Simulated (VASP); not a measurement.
# ScAl (Pm-3m) in VASP: further runs

ScAl is run at these levels: PBEsol; tasks: single point.

Program: VASP 6.6.1. These are calculated values, not measurements. Logs are shortened: lines on timing, memory, paths and dates and some standing lists are left out, and cuts for length are marked.

**1. The cell of the first run**

Symmetry: Pm-3m, No. 221, cubic system. The conventional cell has a = 3.415 Å, b = 3.415 Å, c = 3.415 Å, α = 90.00°, β = 90.00°, γ = 90.00°. Sc (site symmetry m-3m) has 8 Al at 2.96 Å and 6 Sc at 3.41 Å within 3.9 Å. Within 3.9 Å of Al (site symmetry m-3m) lie 8 Sc at 2.96 Å and 6 Al at 3.41 Å.

**2. Single point, PBEsol**

INCAR reads:

```
  PREC = Accurate
  ENCUT = 520
  EDIFF = 1E-6
  ISMEAR = 0
  SIGMA = 0.05
  LREAL = False
  LASPH = True
  NELM = 100
  ALGO = Normal
  ISIF = 2
  LWAVE = False
  LCHARG = False
  GGA = PS
  NBANDS = 14
```

KPOINTS reads:

```
Automatic mesh
0
Gamma
  9 9 9
```

POSCAR reads:

```
ScAl
1.0
    3.4147017967      0.0000000000      0.0000000000
    0.0000000000      3.4147017967      0.0000000000
    0.0000000000      0.0000000000      3.4147017967
Sc Al
1 1
Direct
    0.5000000000      0.5000000000      0.5000000000
    0.0000000000      0.0000000000      0.0000000000
```

Potentials or basis: VASP PAW PBE potentials, release 64 (Sc_sv, Al).

Started as:

```bash
> cat potpaw_PBE.64/Sc_sv/POTCAR potpaw_PBE.64/Al/POTCAR > POTCAR
> mpirun -np 1 vasp_std > vasp.out
```

OUTCAR:

```text
PREC = Accurate
   ENCUT = 520
   EDIFF = 1E-6
   ISMEAR = 0
   LREAL = False
   LASPH = True
   NELM = 100
   ISIF = 2
   GGA = PS

 ion  position               nearest neighbor table
   1  0.500  0.500  0.500-   2 2.96   2 2.96   2 2.96   2 2.96   2 2.96   2 2.96   2 2.96   2 2.96

   2  0.000  0.000  0.000-   1 2.96   1 2.96   1 2.96   1 2.96   1 2.96   1 2.96   1 2.96   1 2.96

  LATTYP: Found a simple cubic cell.
 ALAT       =     3.4147017967

  Lattice vectors:

 A1 = (   3.4147017967,   0.0000000000,   0.0000000000)
 A2 = (   0.0000000000,   3.4147017967,   0.0000000000)
 A3 = (   0.0000000000,   0.0000000000,   3.4147017967)

Analysis of symmetry for initial positions (statically):
=====================================================================
 Subroutine PRICEL returns:
 Original cell was already a primitive cell.

 Routine SETGRP: Setting up the symmetry group for a
 simple cubic supercell.

 Subroutine GETGRP returns: Found 48 space group operations
 (whereof 48 operations were pure point group operations)
 out of a pool of 48 trial point group operations.

The static configuration has the point symmetry O_h .

Analysis of symmetry for dynamics (positions and initial velocities):
=====================================================================
 Subroutine PRICEL returns:
 Original cell was already a primitive cell.

 Routine SETGRP: Setting up the symmetry group for a
 simple cubic supercell.

 Subroutine GETGRP returns: Found 48 space group operations
 (whereof 48 operations were pure point group operations)
 out of a pool of 48 trial point group operations.

The dynamic configuration has the point symmetry O_h .

 Subroutine INISYM returns: Found 48 space group operations
 (whereof 48 operations are pure point group operations),
 and found     1 'primitive' translations

----------------------------------------------------------------------------------------

                                     Primitive cell

  volume of cell :      39.8161

  direct lattice vectors                    reciprocal lattice vectors
     3.414701797  0.000000000  0.000000000     0.292851341  0.000000000  0.000000000
     0.000000000  3.414701797  0.000000000     0.000000000  0.292851341  0.000000000
     0.000000000  0.000000000  3.414701797     0.000000000  0.000000000  0.292851341

  length of vectors
     3.414701797  3.414701797  3.414701797     0.292851341  0.292851341  0.292851341

  position of ions in fractional coordinates (direct lattice)
     0.500000000  0.500000000  0.500000000
     0.000000000  0.000000000  0.000000000

  ion indices of the primitive-cell ions
   primitive index   ion index
                 1           1
                 2           2

----------------------------------------------------------------------------------------

 KPOINTS: Automatic mesh

Automatic generation of k-mesh.
 Grid dimensions read from file:
 generate k-points for:    9    9    9

 Generating k-lattice:

  Cartesian coordinates                     Fractional coordinates (reciprocal lattice)
     0.032539038  0.000000000  0.000000000     0.111111111  0.000000000  0.000000000
     0.000000000  0.032539038  0.000000000     0.000000000  0.111111111  0.000000000
     0.000000000  0.000000000  0.032539038     0.000000000  0.000000000  0.111111111

  Length of vectors
     0.032539038  0.032539038  0.032539038

  Shift w.r.t. Gamma in fractional coordinates (k-lattice)
     0.000000000  0.000000000  0.000000000

 Subroutine IBZKPT returns following result:
 ===========================================

 Found     35 irreducible k-points:

 Following reciprocal coordinates:
            Coordinates               Weight
  0.000000  0.000000  0.000000      1.000000
  0.111111  0.000000  0.000000      6.000000
  0.222222  0.000000  0.000000      6.000000
  0.333333  0.000000  0.000000      6.000000
  0.444444  0.000000  0.000000      6.000000
  0.111111  0.111111  0.000000     12.000000
[... 16 lines left out ...]
  0.333333  0.333333  0.111111     24.000000
  0.444444  0.333333  0.111111     48.000000
 [... further k-points ...]
   k-points           NKPTS =     35   k-points in BZ     NKDIM =     35   number of bands    NBANDS=     14
   number of dos      NEDOS =    301   number of ions     NIONS =      2
   total plane-waves  NPLWV =  21952
   dimension x,y,z NGX =    28 NGY =   28 NGZ =   28
   dimension x,y,z NGXF=    56 NGYF=   56 NGZF=   56
   ions per type =               1   1
   NGX,Y,Z   is equivalent  to a cutoff of  13.63, 13.63, 13.63 a.u.
   NGXF,Y,Z  is equivalent  to a cutoff of  27.26, 27.26, 27.26 a.u.
 SYSTEM =  unknown system
   PREC   = accura    normal or accurate (medium, high low for compatibility)
   ISTART =      0    job   : 0-new  1-cont  2-samecut
   ICHARG =      2    charge: 1-file 2-atom 10-const
   ISPIN  =      1    spin polarized calculation?
   LNONCOLLINEAR =      F non collinear calculations
   LSORBIT =      F    spin-orbit coupling
   LASPH  =      T    aspherical Exc in radial PAW
   ENCUT  =  520.0 eV  38.22 Ry    6.18 a.u.   6.35  6.35  6.35*2*pi/ulx,y,z
   NELM   =    100;   NELMIN=  2; NELMDL= -5     # of ELM steps
   EDIFF  = 0.1E-05   stopping-criterion for ELM
   LREAL  =      F    real-space projection
   EDIFFG = 0.1E-04   stopping-criterion for IOM
   NSW    =      0    number of steps for IOM
   IBRION =     -1    ionic relax: 0-MD 1-quasi-New 2-CG
   NFREE  =      0    steps in history (QN), initial steepest desc. (CG)
   ISIF   =      2    stress and relaxation
   ISYM   =      2    0-nonsym 1-usesym 2-fastsym
   POTIM  = 0.5000    time-step for ionic-motion
   TEBEG  =    0.0;   TEEND  =   0.0 temperature during run
   PSTRESS=    0.0 pullay stress
   NELECT =      14.0000    total number of electrons
   NUPDOWN=      -1.0000    fix difference up-down
   EMIN   =  10.00;   EMAX   =-10.00  energy-range for DOS
   EFERMI =   0.00;   METHOD = LEGACY
   ISMEAR =     0;   SIGMA  =   0.05  broadening in eV -4-tet -1-fermi 0-gaus
   EFERMI_NEDOS =   21; number of points for ismear=-14 and -15
   IALGO  =     38    algorithm
   IMIX   =      4    mixing-type and parameters
     AMIX     =   0.40;   BMIX     =  1.00
     AMIX_MAG =   1.60;   BMIX_MAG =  1.00
  volume/ion in A,a.u.               =      19.91       134.35
  Fermi-wavevector in a.u.,A,eV,Ry     =   1.155486  2.183552 18.165793  1.335148
  Thomas-Fermi vector in A             =   2.292114
   LORBIT       =      0    0 simple, 1 ext, 2 COOP (PROOUT), +10 PAW based schemes
   GGA     = PS    functional components
   LHFCALC =     F    Hartree Fock is set to
   AEXX    =    0.0000 exact exchange contribution
   IVDW    =     0    specifies the selected vdW correction
   LEPSILON=     F    determine dielectric tensor
   LRPA    =     F    only Hartree local field effects (RPA)
 non-spin polarized calculation
 Gauss-broadening in eV      SIGMA  =   0.05
  energy-cutoff  :      520.00
  volume of cell :       39.82
 maximum number of plane-waves:      1085
 NGX is ok and might be reduce to    28
   NGX = 13   NGY = 13   NGZ = 13

 number of electron      13.9999997 magnetization

 Free energy of the ion-electron system (eV)
  ---------------------------------------------------
  ext. energy  EPLUGINS =         0.00000000
  ---------------------------------------------------
  free energy    TOTEN  =       -11.59342186 eV

  energy without entropy =      -11.59234802  energy(sigma->0) =      -11.59288494

 E-fermi :   5.7230     XC(G=0): -10.2491

 val. band max:        5.6700679619   @ k =   0.3333   0.0000   0.0000
 cond. band min:       5.7281852198   @ k =   0.4444   0.1111   0.1111
 fundamental gap:      0.0581172579
 Fermi energy:         5.7230473855

 k-point     1 :       0.0000    0.0000    0.0000
  band No.  band energies     occupation
      1     -43.6839      2.00000
      2     -22.3586      2.00000
      3     -22.3586      2.00000
      4     -22.3586      2.00000
      5      -2.6347      2.00000
      6       5.0513      2.00000
      7       5.0513      2.00000
      8       8.2525      0.00000
      9       8.2525      0.00000
     10       8.2525      0.00000
     11       9.2484      0.00000
     12       9.2484      0.00000
     13       9.2484      0.00000
     14      14.0684      0.00000

 k-point     2 :       0.1111    0.0000    0.0000
  band No.  band energies     occupation
      1     -43.6825      2.00000
      2     -22.3773      2.00000
      3     -22.3570      2.00000
      4     -22.3570      2.00000
      5      -2.4643      2.00000
      6       4.8585      2.00000
      7       5.1358      2.00000
      8       7.7810      0.00000
      9       7.7810      0.00000
     10       8.2767      0.00000
     11       8.8050      0.00000
     12       9.8386      0.00000
     13       9.8386      0.00000
     14      13.7870      0.00000

 k-point     3 :       0.2222    0.0000    0.0000
  band No.  band energies     occupation
      1     -43.6788      2.00000
      2     -22.4241      2.00000
      3     -22.3529      2.00000
      4     -22.3529      2.00000
      5      -1.9650      2.00000
      6       4.0846      2.00000
      7       5.3672      2.00000
      8       7.1557      0.00000
      9       7.1557      0.00000
     10       8.3390      0.00000
     11       8.4782      0.00000
     12      10.8376      0.00000
     13      10.8376      0.00000
     14      13.0805      0.00000

 k-point     4 :       0.3333    0.0000    0.0000
  band No.  band energies     occupation
      1     -43.6746      2.00000
      2     -22.4767      2.00000
      3     -22.3482      2.00000
      4     -22.3482      2.00000
      5      -1.1752      2.00000
      6       2.8090      2.00000
      7       5.6701      1.86599
      8       6.6895      0.00000
      9       6.6895      0.00000
     10       8.4117      0.00000
     11       8.7839      0.00000
     12      11.9775      0.00000
     13      11.9775      0.00000
     14      12.2787      0.00000

 k-point     5 :       0.4444    0.0000    0.0000
  band No.  band energies     occupation
      1     -43.6718      2.00000
      2     -22.5108      2.00000
      3     -22.3451      2.00000
      4     -22.3451      2.00000
      5      -0.2177      2.00000
      6       1.5214      2.00000
      7       5.8998      0.00000
      8       6.4442      0.00000
      9       6.4442      0.00000
     10       8.4604      0.00000
     11       9.2146      0.00000
[... 276 lines left out ...]
 k-point    22 :       0.4444    0.2222    0.1111
  band No.  band energies     occupation
      1     -43.6654      2.00000
      2     -22.4990      2.00000
      3     -22.4049      2.00000
      4     -22.3566      2.00000
      5       0.2914      2.00000
      6       2.2788      2.00000
      7       5.0963      2.00000
      8       6.1829      0.00000
      9       6.7340      0.00000
     10       7.5341      0.00000
     11       9.2660      0.00000
     12      10.7943      0.00000
     13      12.0330      0.00000
     14      12.1760      0.00000

 k-point    23 :       0.3333    0.3333    0.1111
  band No.  band energies     occupation
      1     -43.6640      2.00000
      2     -22.4608      2.00000
      3     -22.4571      2.00000
      4     -22.3550      2.00000
      5       0.1037      2.00000
      6       3.6517      2.00000
      7       4.0481      2.00000
      8       6.2503      0.00000
      9       6.7897      0.00000
     10       7.3215      0.00000
     11       9.2727      0.00000
     12       9.9755      0.00000
     13      11.6912      0.00000
     14      12.2173      0.00000

 k-point    24 :       0.4444    0.3333    0.1111
  band No.  band energies     occupation
      1     -43.6613      2.00000
      2     -22.4915      2.00000
      3     -22.4544      2.00000
      4     -22.3518      2.00000
      5       0.7097      2.00000
      6       2.9437      2.00000
      7       4.3097      2.00000
      8       5.9314      0.00000
      9       6.9908      0.00000
     10       7.2989      0.00000
     11       9.2340      0.00000
     12      10.0694      0.00000
     13      11.0442      0.00000
     14      12.2546      0.00000

 [... further k-points ...]
[... 5 lines left out ...]
  --------------------------------------------------------------------------------------
  -------------------------------------------------------------------------------------
  Total       -1.0518867     -1.0518867     -1.0518867      0.0000000     -0.0000000      0.0000000
  in kB      -42.3273598    -42.3273598    -42.3273598      0.0000000     -0.0000000      0.0000000
  external PRESSURE =     -42.3273598 kB  Pullay stress =       0.0000000 kB

 VOLUME and BASIS-vectors are now :
 -----------------------------------------------------------------------------
  energy-cutoff  :      520.00
  volume of cell :       39.82
      direct lattice vectors                 reciprocal lattice vectors
     3.414701797  0.000000000  0.000000000     0.292851341  0.000000000  0.000000000
     0.000000000  3.414701797  0.000000000     0.000000000  0.292851341  0.000000000
     0.000000000  0.000000000  3.414701797     0.000000000  0.000000000  0.292851341

 POSITION                                       TOTAL-FORCE (eV/Angst)
 -----------------------------------------------------------------------------------
      1.70735      1.70735      1.70735         0.000000      0.000000      0.000000
      0.00000      0.00000      0.00000         0.000000      0.000000      0.000000
 -----------------------------------------------------------------------------------
    total drift:                                0.000000      0.000000      0.000000

  FREE ENERGIE OF THE ION-ELECTRON SYSTEM (eV)
  ---------------------------------------------------
  free  energy   TOTEN  =       -11.5934218629 eV

  energy  without entropy=      -11.5923480173  energy(sigma->0) =      -11.59288494
```

Run time: 25 s. Hardware: 1 thread of AMD EPYC 7R13, shared host; peak memory 0.13 GiB.

Results:

```yaml
Free_energy: -11.5934 eV
Pressure: -4.2 GPa
Band_gap_on_the_k_mesh: zero (band 7 reaches 5.90 eV, above the bottom of band 8 at 5.22 eV)
```

Caveat: the PAW data sets were made with another functional, which shifts forces and pressure a little.

**3. Single point, PBEsol**

This run uses another cell than the first one, of 20.67 Å³/atom, 1.038 times its volume.

INCAR reads:

```
SYSTEM = ScAl
PREC = Accurate
ENCUT = 520
EDIFF = 1E-6
ISMEAR = 0
SIGMA = 0.05
LREAL = .False.
LASPH = .True.
NELM = 100
ALGO = Normal
ISIF = 2
LWAVE = .False.
LCHARG = .True.
GGA = PS
LELF = .True.
LVHAR = .True.
NBANDS = 14
```

KPOINTS reads:

```
Automatic mesh
0
Gamma
  9 9 9
  0 0 0
```

POSCAR reads:

```
ScAl
1.0
    3.4579304591      0.0000000000      0.0000000000
    0.0000000000      3.4579304591      0.0000000000
    0.0000000000      0.0000000000      3.4579304591
Sc Al
1 1
Direct
    0.5000000000      0.5000000000      0.5000000000
    0.0000000000      0.0000000000      0.0000000000
```

Potentials or basis: VASP PAW PBE potentials, release 64 (Sc_sv, Al).

Started as:

```bash
> cat potpaw_PBE.64/Sc_sv/POTCAR potpaw_PBE.64/Al/POTCAR > POTCAR
> mpirun -np 1 vasp_std > vasp.out
```

Wall time 25 s (1 thread of AMD EPYC 7R13, shared host); peak memory 0.13 GiB.

Results (log left out):

```
Free energy            : -11.5424 eV
Pressure               : -6.5 GPa
Band gap on the k mesh : zero (band 7 reaches 5.63 eV, above the bottom of band 8 at 4.95 eV)
```

Levels at points of the mesh, in eV from the Fermi level:
| k point | band 5 | band 6 | band 7 | band 8 | band 9 | band 10 |
| --- | --- | --- | --- | --- | --- | --- |
| (0.00, 0.00, 0.00) | -8.22 | -0.62 | -0.62 | 2.41 | 2.41 | 2.41 |

Caveat: the PAW data sets were made with another functional, which shifts forces and pressure a little.
